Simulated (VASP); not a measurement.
# Hg (P-1) in VASP: a series of runs

The runs below take Hg through single point, with PBE.

Program: VASP 6.6.1. These are calculated values, not measurements. Logs are shortened: lines on timing, memory, paths and dates and some standing lists are left out, and cuts for length are marked.

## Step 1: The cell of the first run

The typed cell holds 1 atom: a = 3.305 Å, b = 3.334 Å, c = 8.658 Å, α = 79.19°, β = 89.37°, γ = 60.31°.

## Step 2: Single point, PBE (the cell strained at random)

INCAR reads:

```
PREC = Accurate
ENCUT = 520
EDIFF = 1E-6
ISMEAR = 0
SIGMA = 0.02
LREAL = False
LASPH = True
NELM = 60
ALGO = Normal
ISIF = 2
LWAVE = False
LCHARG = False
GGA = PE
NBANDS = 12
```

KPOINTS reads:

```
Automatic mesh
0
Gamma
  10 10 4
```

POSCAR reads:

```
Hg
1.0
    3.3052273134      0.0001353395      0.0169174369
    1.6511531601      2.8960285260      0.0027988362
    0.0517343995      1.8312573553      8.4621792236
Hg
1
Direct
    0.5000000000      0.0000000000      0.0000000000
```

Potentials or basis: VASP PAW PBE potentials, release 64 (Hg).

Launch:

```bash
cat potpaw_PBE.64/Hg/POTCAR > POTCAR
mpirun -np 1 vasp_std > vasp.out
```

OUTCAR:

```text
PREC = Accurate
   ENCUT = 520
   EDIFF = 1E-6
   ISMEAR = 0
   LREAL = False
   LASPH = True
   NELM = 60
   ISIF = 2
   GGA = PE

 ion  position               nearest neighbor table
   1  0.500  0.000  0.000-

  LATTYP: Found a triclinic cell.
 ALAT       =     5.7405453805
 B/A-ratio  =     0.5757764100
 C/A-ratio  =     1.9826033215
 COS(alpha) =     0.0081168002
 COS(beta)  =     0.3441758254
 COS(gamma) =     0.8634258108

  Lattice vectors:

 A1 = (  -4.9563804735,  -2.8961638655,  -0.0197162731)
 A2 = (  -3.3052273134,  -0.0001353395,  -0.0169174369)
 A3 = (  -0.0488134063,  -7.6231790678,  -8.4508594591)

Analysis of symmetry for initial positions (statically):
=====================================================================
 Subroutine PRICEL returns:
 Original cell was already a primitive cell.

 Routine SETGRP: Setting up the symmetry group for a
 triclinic supercell.

 Subroutine GETGRP returns: Found  2 space group operations
 (whereof  2 operations were pure point group operations)
 out of a pool of  2 trial point group operations.

The static configuration has the point symmetry S_2 .

Analysis of symmetry for dynamics (positions and initial velocities):
=====================================================================
 Subroutine PRICEL returns:
 Original cell was already a primitive cell.

 Routine SETGRP: Setting up the symmetry group for a
 triclinic supercell.

 Subroutine GETGRP returns: Found  2 space group operations
 (whereof  2 operations were pure point group operations)
 out of a pool of  2 trial point group operations.

The dynamic configuration has the point symmetry S_2 .

 Subroutine INISYM returns: Found  2 space group operations
 (whereof  2 operations are pure point group operations),
 and found     1 'primitive' translations

----------------------------------------------------------------------------------------

                                     Primitive cell

  volume of cell :      81.0300

  direct lattice vectors                    reciprocal lattice vectors
     3.305227313  0.000135340  0.016917437     0.302376580 -0.172432456  0.035466624
     1.651153160  2.896028526  0.002798836     0.000368196  0.345162732 -0.074697170
     0.051734400  1.831257355  8.462179224    -0.000604628  0.000230563  0.118126671

  length of vectors
     3.305270611  3.333661023  8.658213278     0.349889168  0.353153103  0.118128443

  position of ions in fractional coordinates (direct lattice)
     0.500000000  0.000000000  1.000000000

  ion indices of the primitive-cell ions
   primitive index   ion index
                 1           1

----------------------------------------------------------------------------------------

 KPOINTS: Automatic mesh

Automatic generation of k-mesh.
 Grid dimensions read from file:
 generate k-points for:   10   10    4

 Generating k-lattice:

  Cartesian coordinates                     Fractional coordinates (reciprocal lattice)
     0.030237658 -0.017243246  0.003546662     0.100000000  0.000000000  0.000000000
     0.000036820  0.034516273 -0.007469717     0.000000000  0.100000000  0.000000000
    -0.000151157  0.000057641  0.029531668    -0.000000000 -0.000000000  0.250000000

  Length of vectors
     0.034988917  0.035315310  0.029532111

  Shift w.r.t. Gamma in fractional coordinates (k-lattice)
     0.000000000  0.000000000  0.000000000

 Subroutine IBZKPT returns following result:
 ===========================================

 Found    204 irreducible k-points:

 Following reciprocal coordinates:
            Coordinates               Weight
  0.000000  0.000000  0.000000      1.000000
  0.100000 -0.000000  0.000000      2.000000
  0.200000 -0.000000  0.000000      2.000000
  0.300000 -0.000000  0.000000      2.000000
  0.400000 -0.000000  0.000000      2.000000
  0.500000  0.000000  0.000000      1.000000
[... 16 lines left out ...]
 -0.400000  0.200000  0.000000      2.000000
 -0.300000  0.200000 -0.000000      2.000000
 [... further k-points ...]
   k-points           NKPTS =    204   k-points in BZ     NKDIM =    204   number of bands    NBANDS=     12
   number of dos      NEDOS =    301   number of ions     NIONS =      1
   total plane-waves  NPLWV =  50176
   dimension x,y,z NGX =    28 NGY =   28 NGZ =   64
   dimension x,y,z NGXF=    56 NGYF=   56 NGZF=  128
   ions per type =               1
   NGX,Y,Z   is equivalent  to a cutoff of  14.08, 13.96, 12.29 a.u.
   NGXF,Y,Z  is equivalent  to a cutoff of  28.17, 27.93, 24.58 a.u.
 SYSTEM =  unknown system
   PREC   = accura    normal or accurate (medium, high low for compatibility)
   ISTART =      0    job   : 0-new  1-cont  2-samecut
   ICHARG =      2    charge: 1-file 2-atom 10-const
   ISPIN  =      1    spin polarized calculation?
   LNONCOLLINEAR =      F non collinear calculations
   LSORBIT =      F    spin-orbit coupling
   LASPH  =      T    aspherical Exc in radial PAW
   ENCUT  =  520.0 eV  38.22 Ry    6.18 a.u.   6.15  6.20 16.10*2*pi/ulx,y,z
   NELM   =     60;   NELMIN=  2; NELMDL= -5     # of ELM steps
   EDIFF  = 0.1E-05   stopping-criterion for ELM
   LREAL  =      F    real-space projection
   EDIFFG = 0.1E-04   stopping-criterion for IOM
   NSW    =      0    number of steps for IOM
   IBRION =     -1    ionic relax: 0-MD 1-quasi-New 2-CG
   NFREE  =      0    steps in history (QN), initial steepest desc. (CG)
   ISIF   =      2    stress and relaxation
   ISYM   =      2    0-nonsym 1-usesym 2-fastsym
   POTIM  = 0.5000    time-step for ionic-motion
   TEBEG  =    0.0;   TEEND  =   0.0 temperature during run
   PSTRESS=    0.0 pullay stress
   NELECT =      12.0000    total number of electrons
   NUPDOWN=      -1.0000    fix difference up-down
   EMIN   =  10.00;   EMAX   =-10.00  energy-range for DOS
   EFERMI =   0.00;   METHOD = LEGACY
   ISMEAR =     0;   SIGMA  =   0.02  broadening in eV -4-tet -1-fermi 0-gaus
   EFERMI_NEDOS =   21; number of points for ismear=-14 and -15
   IALGO  =     38    algorithm
   IMIX   =      4    mixing-type and parameters
     AMIX     =   0.40;   BMIX     =  1.00
     AMIX_MAG =   1.60;   BMIX_MAG =  1.00
  volume/ion in A,a.u.               =      81.03       546.82
  Fermi-wavevector in a.u.,A,eV,Ry     =   0.866137  1.636761 10.206998  0.750193
  Thomas-Fermi vector in A             =   1.984482
   LORBIT       =      0    0 simple, 1 ext, 2 COOP (PROOUT), +10 PAW based schemes
   GGA     = PE    functional components
   LHFCALC =     F    Hartree Fock is set to
   AEXX    =    0.0000 exact exchange contribution
   IVDW    =     0    specifies the selected vdW correction
   LEPSILON=     F    determine dielectric tensor
   LRPA    =     F    only Hartree local field effects (RPA)
 non-spin polarized calculation
 Gauss-broadening in eV      SIGMA  =   0.02
  energy-cutoff  :      520.00
  volume of cell :       81.03
 maximum number of plane-waves:      2201
 NGX is ok and might be reduce to    28
   NGX = 13   NGY = 13   NGZ = 33

 number of electron      12.0000001 magnetization

 Free energy of the ion-electron system (eV)
  ---------------------------------------------------
  ext. energy  EPLUGINS =         0.00000000
  ---------------------------------------------------
  free energy    TOTEN  =        -0.08120958 eV

  energy without entropy =       -0.08120958  energy(sigma->0) =       -0.08120958

 E-fermi :  -2.5518     XC(G=0):  -4.6541

 val. band max:       -2.6794747154   @ k =  -0.4000   0.3000   0.5000
 cond. band min:      -1.5437343013   @ k =   0.0000   0.5000   0.5000
 fundamental gap:      1.1357404141
 Fermi energy:        -2.5518029261

 k-point     1 :       0.0000    0.0000    0.0000
  band No.  band energies     occupation
      1      -9.0344      2.00000
      2      -8.3385      2.00000
      3      -8.2850      2.00000
      4      -7.8086      2.00000
      5      -7.7974      2.00000
      6      -7.3805      2.00000
      7      -1.2728      0.00000
      8       1.3429      0.00000
      9       5.8341      0.00000
     10       7.0418      0.00000
     11      11.4040      0.00000
     12      11.6466      0.00000

 k-point     2 :       0.1000   -0.0000    0.0000
  band No.  band energies     occupation
      1      -8.8936      2.00000
      2      -8.3337      2.00000
      3      -8.2417      2.00000
      4      -7.8718      2.00000
      5      -7.8183      2.00000
      6      -7.2787      2.00000
      7      -1.0332      0.00000
      8       1.5241      0.00000
      9       5.9925      0.00000
     10       7.2396      0.00000
     11       9.5707      0.00000
     12      10.7294      0.00000

 k-point     3 :       0.2000   -0.0000    0.0000
  band No.  band energies     occupation
      1      -8.6823      2.00000
      2      -8.2956      2.00000
      3      -8.0452      2.00000
      4      -8.0372      2.00000
      5      -7.8520      2.00000
      6      -6.8729      2.00000
      7      -0.3556      0.00000
      8       2.0695      0.00000
      9       6.2854      0.00000
     10       6.4748      0.00000
     11       7.8738      0.00000
     12       9.3649      0.00000
[... 286 lines left out ...]
 k-point    23 :      -0.4000    0.2000    0.0000
  band No.  band energies     occupation
      1      -8.5426      2.00000
      2      -8.3549      2.00000
      3      -8.0780      2.00000
      4      -7.8931      2.00000
      5      -7.7663      2.00000
      6      -2.7524      2.00000
      7      -0.5357      0.00000
      8       3.2374      0.00000
      9       3.3582      0.00000
     10       5.7105      0.00000
     11       6.4125      0.00000
     12       6.9015      0.00000

 k-point    24 :      -0.3000    0.2000   -0.0000
  band No.  band energies     occupation
      1      -8.5109      2.00000
      2      -8.3281      2.00000
      3      -8.0476      2.00000
      4      -8.0412      2.00000
      5      -7.7362      2.00000
      6      -3.8811      2.00000
      7       0.8641      0.00000
      8       2.3752      0.00000
      9       3.7274      0.00000
     10       5.0033      0.00000
     11       6.8979      0.00000
     12       8.2785      0.00000

 [... further k-points ...]

------------------------ aborting loop because EDIFF is reached ----------------------------------------

  FORCE on cell =-STRESS in cart. coord.  units (eV):
  Direction    XX          YY          ZZ          XY          YZ          ZX
  --------------------------------------------------------------------------------------
  -------------------------------------------------------------------------------------
  Total        0.3834568      0.3473205     -0.0156827      0.0007039     -0.0007443      0.0020384
  in kB        7.5819506      6.8674406     -0.3100885      0.0139175     -0.0147173      0.0403038
  external PRESSURE =       4.7131009 kB  Pullay stress =       0.0000000 kB

 VOLUME and BASIS-vectors are now :
 -----------------------------------------------------------------------------
  energy-cutoff  :      520.00
  volume of cell :       81.03
      direct lattice vectors                 reciprocal lattice vectors
     3.305227313  0.000135340  0.016917437     0.302376580 -0.172432456  0.035466624
     1.651153160  2.896028526  0.002798836     0.000368196  0.345162732 -0.074697170
     0.051734400  1.831257355  8.462179224    -0.000604628  0.000230563  0.118126671

 POSITION                                       TOTAL-FORCE (eV/Angst)
 -----------------------------------------------------------------------------------
      1.65261      0.00007      0.00846        -0.000000      0.000000      0.000000
 -----------------------------------------------------------------------------------
    total drift:                                0.000000     -0.000000     -0.000000

  FREE ENERGIE OF THE ION-ELECTRON SYSTEM (eV)
  ---------------------------------------------------
  free  energy   TOTEN  =        -0.0812095785 eV

  energy  without entropy=       -0.0812095785  energy(sigma->0) =       -0.08120958
```

Wall time 2 min (1 thread of Intel Xeon 6975P-C (Granite Rapids), shared host); peak memory 0.34 GiB.

What came out:

```
Free energy            : -0.0812 eV
Pressure               : 0.5 GPa
Band gap on the k mesh : 1.14 eV (least direct gap 1.48 eV)
```

Caveat: the cell differs from its parent crystal (the cell strained at random); spin-orbit coupling is left out, which moves the levels of the heavy elements. A k mesh can miss the band edges.

## Step 3: Single point, PBE

This run uses another cell than the first one.

INCAR reads:

```
PREC = Accurate ; ENCUT = 520
EDIFF = 1E-6 ; ISMEAR = 0
SIGMA = 0.02 ; LREAL = False
LASPH = True ; NELM = 100
ALGO = Normal ; ISIF = 2
LWAVE = False ; LCHARG = False
GGA = PE ; NBANDS = 12
```

KPOINTS reads:

```
regular mesh
0
Gamma
  10 10 4
```

POSCAR reads:

```
Hg
1.0
    3.3834873764      0.0000000000      0.0000000000
    1.6901280766      2.9436480188      0.0000000000
    0.0087720579      1.8782309480      8.6180220157
Hg
1
Direct
    0.4678354927     -0.0032424060      0.0112044272
```

Potentials or basis: VASP PAW PBE potentials, release 64 (Hg).

Launch:

```bash
cat potpaw_PBE.64/Hg/POTCAR > POTCAR
mpirun -np 1 vasp_std > vasp.out
```

Wall time 2.3 min (1 thread of Intel Xeon 6975P-C (Granite Rapids), shared host); peak memory 0.37 GiB.

Results (log left out):

| Quantity | Value |
| --- | --- |
| Free energy | -0.0933 eV |
| Pressure | 0.3 GPa |
| Band gap on the k mesh | 1.44 eV (least direct gap 1.76 eV) |

Stress tensor (GPa, compression positive):
```
 0.42  0.00  0.00
 0.00  0.40  0.00
 0.00  0.00 -0.03
```

Levels at points of the mesh, in eV from the valence-band top:
```tsv
k point	band 3	band 4	band 5	band 6	band 7	band 8	band 9	band 10
(0.00, 0.00, 0.00)	-5.36	-4.93	-4.92	-4.38	1.72	4.26	8.58	9.72
(0.50, 0.00, 0.00)	-5.04	-4.98	-4.60	-0.31	1.46	5.46	7.96	8.70
(0.00, 0.50, 0.00)	-5.03	-4.98	-4.60	-0.34	1.44	5.37	7.69	9.09
(0.50, 0.50, 0.00)	-5.04	-4.98	-4.60	-0.30	1.46	5.46	7.95	8.70
(0.00, 0.00, 0.50)	-5.36	-4.93	-4.92	-4.38	1.58	5.51	6.00	13.16
(0.50, 0.00, 0.50)	-5.04	-4.98	-4.60	-0.30	1.46	5.40	7.70	9.20
(0.00, 0.50, 0.50)	-5.03	-4.98	-4.60	-0.34	1.44	5.42	7.89	8.71
(0.50, 0.50, 0.50)	-5.04	-4.98	-4.60	-0.30	1.46	5.40	7.70	9.19
```

Caveat: spin-orbit coupling is left out, which moves the levels of the heavy elements.

## Step 4: Single point, PBE

This run uses another cell than the first one.

INCAR reads:

```
SYSTEM = Hg
PREC     = Accurate       ! precision mode
ENCUT    = 520            ! plane-wave cutoff, eV
EDIFF    = 1E-6           ! SCF threshold, eV
ISMEAR   = 0              ! smearing method
SIGMA    = 0.02           ! smearing width, eV
LREAL    = .FALSE.        ! projectors in reciprocal space
LASPH    = .TRUE.         ! aspherical terms in the spheres
NELM     = 80             ! most SCF steps
ALGO     = Normal         ! electronic algorithm
ISIF     = 2              ! what is computed and relaxed
LWAVE    = .FALSE.        ! write WAVECAR
LCHARG   = .TRUE.         ! write CHGCAR
GGA      = PE             ! functional
LELF     = .TRUE.         ! ELF
LVHAR    = .TRUE.       
NBANDS   = 12             ! bands
```

KPOINTS reads:

```
Automatic mesh
0
G
  10 10 4
  0 0 0
```

Changes to POSCAR since step 3:

```diff
@@ -8,2 +8,2 @@
 Direct
-    0.4678354927     -0.0032424060      0.0112044272
+    0.5184855643      0.0035463169     -0.0067718555
```

Launch:

```bash
cat potpaw_PBE.64/Hg/POTCAR > POTCAR
mpirun -np 1 vasp_std > vasp.out
```

Wall time 2.4 min (1 thread of Intel Xeon 6975P-C (Granite Rapids), shared host); peak memory 0.36 GiB.

It converged, with:

```
Free energy            : -0.0933 eV
Pressure               : 0.3 GPa
Band gap on the k mesh : 1.44 eV (least direct gap 1.76 eV)
```

Stress tensor (GPa, compression positive):
```
 0.42  0.00  0.00
 0.00  0.40  0.00
 0.00  0.00 -0.03
```

Levels at points of the mesh, in eV from the valence-band top:
```csv
k point,band 2,band 3,band 4,band 5,band 6,band 7,band 8,band 9,band 10,band 11
"(0.00, 0.00, 0.00)",-5.38,-5.36,-4.93,-4.92,-4.38,1.72,4.26,8.58,9.72,13.70
"(0.50, 0.00, 0.00)",-5.47,-5.04,-4.98,-4.60,-0.31,1.46,5.46,7.96,8.70,8.94
"(0.00, 0.50, 0.00)",-5.47,-5.03,-4.98,-4.60,-0.34,1.44,5.37,7.69,9.09,9.57
"(0.50, 0.50, 0.00)",-5.47,-5.04,-4.98,-4.60,-0.30,1.46,5.46,7.95,8.70,8.95
"(0.00, 0.00, 0.50)",-5.38,-5.36,-4.93,-4.92,-4.38,1.58,5.51,6.00,13.16,13.70
"(0.50, 0.00, 0.50)",-5.47,-5.04,-4.98,-4.60,-0.30,1.46,5.40,7.70,9.20,9.49
"(0.00, 0.50, 0.50)",-5.47,-5.03,-4.98,-4.60,-0.34,1.44,5.42,7.89,8.71,9.00
"(0.50, 0.50, 0.50)",-5.47,-5.04,-4.98,-4.60,-0.30,1.46,5.40,7.70,9.19,9.48
```

Caveat: spin-orbit coupling is left out, which moves the levels of the heavy elements.
